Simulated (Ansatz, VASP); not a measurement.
## One calculation of MnO, two programs

File INCAR:

```
ALGO = Normal
EDIFF = 1E-8
ENCUT = 520
GGA = PE
ISIF = 2
ISMEAR = -1
ISPIN = 2
LASPH = True
LCHARG = False
LEFG = True
LMAXMIX = 4
LORBIT = 11
LREAL = False
LWAVE = False
MAGMOM = 4 0
NBANDS = 20
NELM = 150
PREC = Accurate
SIGMA = 0.05
```

Contents of KPOINTS:

```
k-points
0
Gamma
  14 14 14
```

File POSCAR:

```
MnO
1.0
    0.0000000000      2.4001540386      2.4001540386
    2.4001540386      0.0000000000      2.4001540386
    2.4001540386      2.4001540386      0.0000000000
Mn O
1 1
Direct
    0.0000000000      0.0000000000      0.0000000000
    0.2500000000      0.2500000000      0.2500000000
```

Input for Ansatz:

```yaml
crystal:
  lattice:
    - [0.0, 2.4001540386, 2.4001540386]
    - [2.4001540386, 0.0, 2.4001540386]
    - [2.4001540386, 2.4001540386, 0.0]
  atoms:
    - { symbol: Mn, position: [0.0, 0.0, 0.0], spin: 4.0 }
    - { symbol: O, position: [0.25, 0.25, 0.25] }
magnetization:
  spin_polarized: true
kpoints:
  mp_grid: { grid: [14, 14, 14] }
  band_path:
    path:
      - [0.0, 0.0, 0.0]
      - [-0.5, -0.5, 0.0]
      - [-0.375, -0.375, 0.25]
      - [-0.375, 0.0, 0.375]
      - [0.0, 0.0, 0.0]
      - [0.0, 0.0, 0.5]
      - [-0.5, -0.25, 0.25]
      - [-0.5, -0.5, 0.0]
    npoints: 8
scf:
  occupations: { method: fermi_dirac, width: 0.05 }
hamiltonian:
  xc: pbe
  pseudopotentials: { kind: all_electron, datasets: crystal }
output:
  forces: true
  stress: true
  eigenvalues: true
  efg: { contact_densities: true }
```

Alike in both runs: task electric field gradients; functional PBE; k mesh 14 × 14 × 14; occupations fermi-dirac, width 0.05 eV; collinear spin.

|  | VASP | Ansatz |
| --- | --- | --- |
| version | VASP 6.6.1 | Ansatz 0.2.0 |
| potentials or method | VASP PAW PBE potentials, release 64 (Mn_pv, O), cutoff 520 eV | all-electron PAW with datasets made for the crystal, scalar-relativistic |

Ansatz gave:

* pressure (GPa): 0.0
* net moment per atom (μB): 2.50
* size of the moment on the site where the two differ most (μB): 3.99

Which values does VASP return?

Pressure (GPa): 0.4; net moment per atom (μB): 2.50; size of the moment on the site where the two differ most (μB): 4.42.

Site moments also hang on the region over which each program counts them. Ansatz ran all-electron here, and VASP with PAW potentials.
